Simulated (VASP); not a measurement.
# HfN in VASP: single point with r2SCAN

Aim: the single point of HfN with r2SCAN.

Program: VASP 6.6.1. These are calculated values, not measurements. Logs are shortened: lines on timing, memory, paths and dates and some standing lists are left out, and cuts for length are marked.

### 1 The cell of the first run

The cell holds a slab with vacuum, 6 atoms: a = 3.200 Å, b = 3.200 Å, c = 15.705 Å, α = 90.00°, β = 90.00°, γ = 90.00°.

### 2 Single point, r2SCAN

POSCAR

```
HfN
1.0
    3.2000541873      0.0000000000      0.0000000000
    0.0000000000      3.2000541873      0.0000000000
    0.0000000000      0.0000000000     15.7053000000
Hf N
3 3
Direct
    0.2500000000      0.2500000000      0.3641500410
    0.7500000000      0.7500000000      0.5000000035
    0.2500000000      0.2500000000      0.6358498133
    0.7500000000      0.7500000000      0.3502010577
    0.2500000000      0.2500000000      0.4999999391
    0.7500000000      0.7500000000      0.6497989423
```

INCAR.step1

```
SYSTEM = HfN
PREC = Accurate
ENCUT = 520
ISMEAR = -1
SIGMA = 0.1
LREAL = .False.
LASPH = .True.
NELM = 100
LDIPOL = .True.
IDIPOL = 3
DIPOL = 0.5 0.5 0.500
NBANDS = 32
GGA = PE
ALGO = Normal
EDIFF = 1E-4
LWAVE = .True.
LCHARG = .False.
```

INCAR.step2

```
SYSTEM = HfN
PREC = Accurate
ENCUT = 520
EDIFF = 1E-6
ISMEAR = -1
SIGMA = 0.1
LREAL = .False.
LASPH = .True.
NELM = 100
ALGO = Normal
ISIF = 2
LWAVE = .False.
LCHARG = .True.
LDIPOL = .True.
IDIPOL = 3
DIPOL = 0.5 0.5 0.500
METAGGA = R2SCAN
LMIXTAU = .True.
LELF = .True.
LVHAR = .True.
LVACPOTAV = .True.
NBANDS = 32
ISTART = 1
```

KPOINTS

```
Automatic mesh
0
Gamma
  13 13 1
  0 0 0
```

Potentials or basis: VASP PAW PBE potentials, release 64 (Hf_pv, N).

Started as:

```
> cat potpaw_PBE.64/Hf_pv/POTCAR potpaw_PBE.64/N/POTCAR > POTCAR
> cp INCAR.step1 INCAR
> mpirun -np 1 vasp_std > vasp.out
> cp INCAR.step2 INCAR
> mpirun -np 1 vasp_std > vasp.out
```

OUTCAR:

```text
SYSTEM = HfN
   PREC = Accurate
   ENCUT = 520
   EDIFF = 1E-6
   ISMEAR = -1
   LREAL = .False.
   LASPH = .True.
   NELM = 100
   ISIF = 2
   METAGGA = R2SCAN
   ISTART = 1

 ion  position               nearest neighbor table
   1  0.250  0.250  0.364-   5 2.13   4 2.27   4 2.27   4 2.27   4 2.27   2 3.11   2 3.11   2 3.11
                             2 3.11
   2  0.750  0.750  0.500-   5 2.26   5 2.26   5 2.26   5 2.26   6 2.35   4 2.35   3 3.11   3 3.11
                             3 3.11   3 3.11   1 3.11   1 3.11   1 3.11   1 3.11
   3  0.250  0.250  0.636-   5 2.13   6 2.27   6 2.27   6 2.27   6 2.27   2 3.11   2 3.11   2 3.11
                             2 3.11
   4  0.750  0.750  0.350-   1 2.27   1 2.27   1 2.27   1 2.27   2 2.35
   5  0.250  0.250  0.500-   3 2.13   1 2.13   2 2.26   2 2.26   2 2.26   2 2.26
   6  0.750  0.750  0.650-   3 2.27   3 2.27   3 2.27   3 2.27   2 2.35

  LATTYP: Found a simple tetragonal cell.
 ALAT       =     3.2000541873
 C/A-ratio  =     4.9078231432

  Lattice vectors:

 A1 = (   3.2000541873,   0.0000000000,   0.0000000000)
 A2 = (   0.0000000000,   3.2000541873,   0.0000000000)
 A3 = (   0.0000000000,   0.0000000000,  15.7053000000)

Analysis of symmetry for initial positions (statically):
=====================================================================
 Subroutine PRICEL returns:
 Original cell was already a primitive cell.

 Routine SETGRP: Setting up the symmetry group for a
 simple tetragonal supercell.

 Subroutine GETGRP returns: Found 16 space group operations
 (whereof  4 operations were pure point group operations)
 out of a pool of 16 trial point group operations.

The static configuration has the point symmetry C_2v.
 The point group associated with its full space group is D_4h.

Analysis of symmetry for dynamics (positions and initial velocities):
=====================================================================
 Subroutine PRICEL returns:
 Original cell was already a primitive cell.

 Routine SETGRP: Setting up the symmetry group for a
 simple tetragonal supercell.

 Subroutine GETGRP returns: Found 16 space group operations
 (whereof  4 operations were pure point group operations)
 out of a pool of 16 trial point group operations.

The dynamic configuration has the point symmetry C_2v.
 The point group associated with its full space group is D_4h.

 Subroutine INISYM returns: Found 16 space group operations
[... 107 lines left out ...]
   EDIFFG = 0.1E-04   stopping-criterion for IOM
   NSW    =      0    number of steps for IOM
   IBRION =     -1    ionic relax: 0-MD 1-quasi-New 2-CG
   NFREE  =      0    steps in history (QN), initial steepest desc. (CG)
   ISIF   =      2    stress and relaxation
   ISYM   =      2    0-nonsym 1-usesym 2-fastsym
   POTIM  = 0.5000    time-step for ionic-motion
   TEBEG  =    0.0;   TEEND  =   0.0 temperature during run
   PSTRESS=    0.0 pullay stress
   NELECT =      45.0000    total number of electrons
   NUPDOWN=      -1.0000    fix difference up-down
   EMIN   =  10.00;   EMAX   =-10.00  energy-range for DOS
   EFERMI =   0.00;   METHOD = LEGACY
   ISMEAR =    -1;   SIGMA  =   0.10  broadening in eV -4-tet -1-fermi 0-gaus
   EFERMI_NEDOS =   21; number of points for ismear=-14 and -15
   IALGO  =     38    algorithm
   IMIX   =      4    mixing-type and parameters
     AMIX     =   0.40;   BMIX     =  1.00
     AMIX_MAG =   1.60;   BMIX_MAG =  1.00
  volume/ion in A,a.u.               =      26.80       180.89
  Fermi-wavevector in a.u.,A,eV,Ry     =   1.070760  2.023443 15.599439  1.146526
  Thomas-Fermi vector in A             =   2.206480
   LORBIT       =      0    0 simple, 1 ext, 2 COOP (PROOUT), +10 PAW based schemes
   METAGGA = R2SCAN    functional components
   LHFCALC =     F    Hartree Fock is set to
   AEXX    =    0.0000 exact exchange contribution
   IVDW    =     0    specifies the selected vdW correction
   LEPSILON=     F    determine dielectric tensor
   LRPA    =     F    only Hartree local field effects (RPA)
 non-spin polarized calculation
  energy-cutoff  :      520.00
  volume of cell :      160.83
 maximum number of plane-waves:      4380
 NGX is ok and might be reduce to    24
   NGX = 11   NGY = 11   NGZ = 59

 number of electron      44.9999992 magnetization

 dipolmoment           0.000000      0.000000      0.000021 electrons x Angstroem

 Free energy of the ion-electron system (eV)
  ---------------------------------------------------
  ext. energy  EPLUGINS =         0.00000000
  ---------------------------------------------------
  free energy    TOTEN  =      -172.59748645 eV

  energy without entropy =     -172.53384366  energy(sigma->0) =     -172.56566506

 E-fermi :   2.3716     XC(G=0):  -7.0272

 val. band max:        2.3442658557   @ k =   0.1538   0.0769   0.0000
 cond. band min:       2.3983104624   @ k =   0.0769   0.0769   0.0000
 fundamental gap:      0.0540446066
 Fermi energy:         2.3715886260

 k-point     1 :       0.0000    0.0000    0.0000
  band No.  band energies     occupation
      1     -31.0388      2.00000
      2     -30.9489      2.00000
      3     -30.4725      2.00000
      4     -30.4725      2.00000
      5     -30.3921      2.00000
      6     -30.3921      2.00000
[... 829 lines left out ...]
     31       6.8209      0.00000
     32       7.0536      0.00000

 [... further k-points ...]

------------------------ aborting loop because EDIFF is reached ----------------------------------------

  FORCE on cell =-STRESS in cart. coord.  units (eV):
  Direction    XX          YY          ZZ          XY          YZ          ZX
  --------------------------------------------------------------------------------------
  -------------------------------------------------------------------------------------
  Total       -6.8614092     -6.8614092     -0.7545452      0.0000000     -0.0000000      0.0000000
  in kB      -68.3538532    -68.3538532     -7.5168337      0.0000000     -0.0000000      0.0000000
  external PRESSURE =     -48.0748467 kB  Pullay stress =       0.0000000 kB

 VOLUME and BASIS-vectors are now :
 -----------------------------------------------------------------------------
  energy-cutoff  :      520.00
  volume of cell :      160.83
      direct lattice vectors                 reciprocal lattice vectors
     3.200054187  0.000000000  0.000000000     0.312494708  0.000000000  0.000000000
     0.000000000  3.200054187  0.000000000     0.000000000  0.312494708  0.000000000
     0.000000000  0.000000000 15.705300000     0.000000000  0.000000000  0.063672773

 POSITION                                       TOTAL-FORCE (eV/Angst)
 -----------------------------------------------------------------------------------
      0.80001      0.80001      5.71909        -0.000000      0.000000      0.077130
      2.40004      2.40004      7.85265        -0.000000     -0.000000      0.000000
      0.80001      0.80001      9.98621        -0.000000      0.000000     -0.077130
      2.40004      2.40004      5.50001         0.000000      0.000000      0.072396
      0.80001      0.80001      7.85265        -0.000000      0.000000      0.000000
      2.40004      2.40004     10.20529        -0.000000     -0.000000     -0.072396
 -----------------------------------------------------------------------------------
    total drift:                                0.000000      0.000000      0.003456

  FREE ENERGIE OF THE ION-ELECTRON SYSTEM (eV)
  ---------------------------------------------------
  free  energy   TOTEN  =      -172.5974864525 eV

  energy  without entropy=     -172.5338436649  energy(sigma->0) =     -172.56566506
```

OSZICAR.step1:

```text
N       E                     dE             d eps       ncg     rms          rms(c)
DAV:   1     0.266347086405E+03    0.26635E+03   -0.23785E+04  1968   0.124E+03
DAV:   2    -0.504819102719E+02   -0.31683E+03   -0.30449E+03  2248   0.333E+02
DAV:   3    -0.737899124205E+02   -0.23308E+02   -0.22937E+02  2312   0.751E+01
DAV:   4    -0.744550740026E+02   -0.66516E+00   -0.66283E+00  2496   0.137E+01
DAV:   5    -0.744683486243E+02   -0.13275E-01   -0.13268E-01  2384   0.182E+00    0.828E+01
DAV:   6    -0.640878817678E+02    0.10380E+02   -0.51143E+01  2168   0.315E+01    0.645E+01
DAV:   7    -0.638157268145E+02    0.27215E+00   -0.73574E+00  2240   0.128E+01    0.178E+01
DAV:   8    -0.634716977571E+02    0.34403E+00   -0.17248E+00  2320   0.557E+00    0.257E+00
DAV:   9    -0.634622703448E+02    0.94274E-02   -0.16683E-01  2312   0.209E+00    0.237E+00
DAV:  10    -0.634537942032E+02    0.84761E-02   -0.37026E-02  2344   0.101E+00    0.118E+00
DAV:  11    -0.634540901086E+02   -0.29591E-03   -0.10970E-02  2208   0.502E-01    0.491E-01
DAV:  12    -0.634521344979E+02    0.19556E-02   -0.30996E-03  2088   0.241E-01    0.242E-01
DAV:  13    -0.634521622749E+02   -0.27777E-04   -0.70233E-04  1912   0.126E-01
   1 F= -.63452162E+02 E0= -.63419682E+02  d E =-.649608E-01
```

Run time: 5.5 min. Hardware: 1 thread of Intel Xeon 6975P-C (Granite Rapids), shared host; peak memory 0.34 GiB.

Results:

```yaml
Free_energy: -172.5975 eV
Largest_force: 0.077 eV/Å
Band_gap_on_the_k_mesh: zero (an odd number of electrons rules out a gap without spin polarisation)
```

Forces in eV/Å, atoms in the order of the input:
```
Hf   0.000  0.000  0.077
Hf   0.000  0.000  0.000
Hf   0.000  0.000 -0.077
N    0.000  0.000  0.072
N    0.000  0.000  0.000
N    0.000  0.000 -0.072
```

Levels at points of the mesh, in eV from the Fermi level:
| k point | band 21 | band 22 | band 23 | band 24 | band 25 | band 26 |
| --- | --- | --- | --- | --- | --- | --- |
| (0.00, 0.00, 0.00) | -2.98 | -2.98 | -2.11 | -0.53 | -0.05 | 0.27 |

Caveat: the PAW data sets were made with another functional, which shifts forces and pressure a little; spin-orbit coupling is left out, which moves the levels of the heavy elements; an odd number of electrons without spin polarisation forces a metal; a magnetic or distorted state may lie lower.

The gap in the log of VASP goes by the Fermi energy; the results here count the filled bands.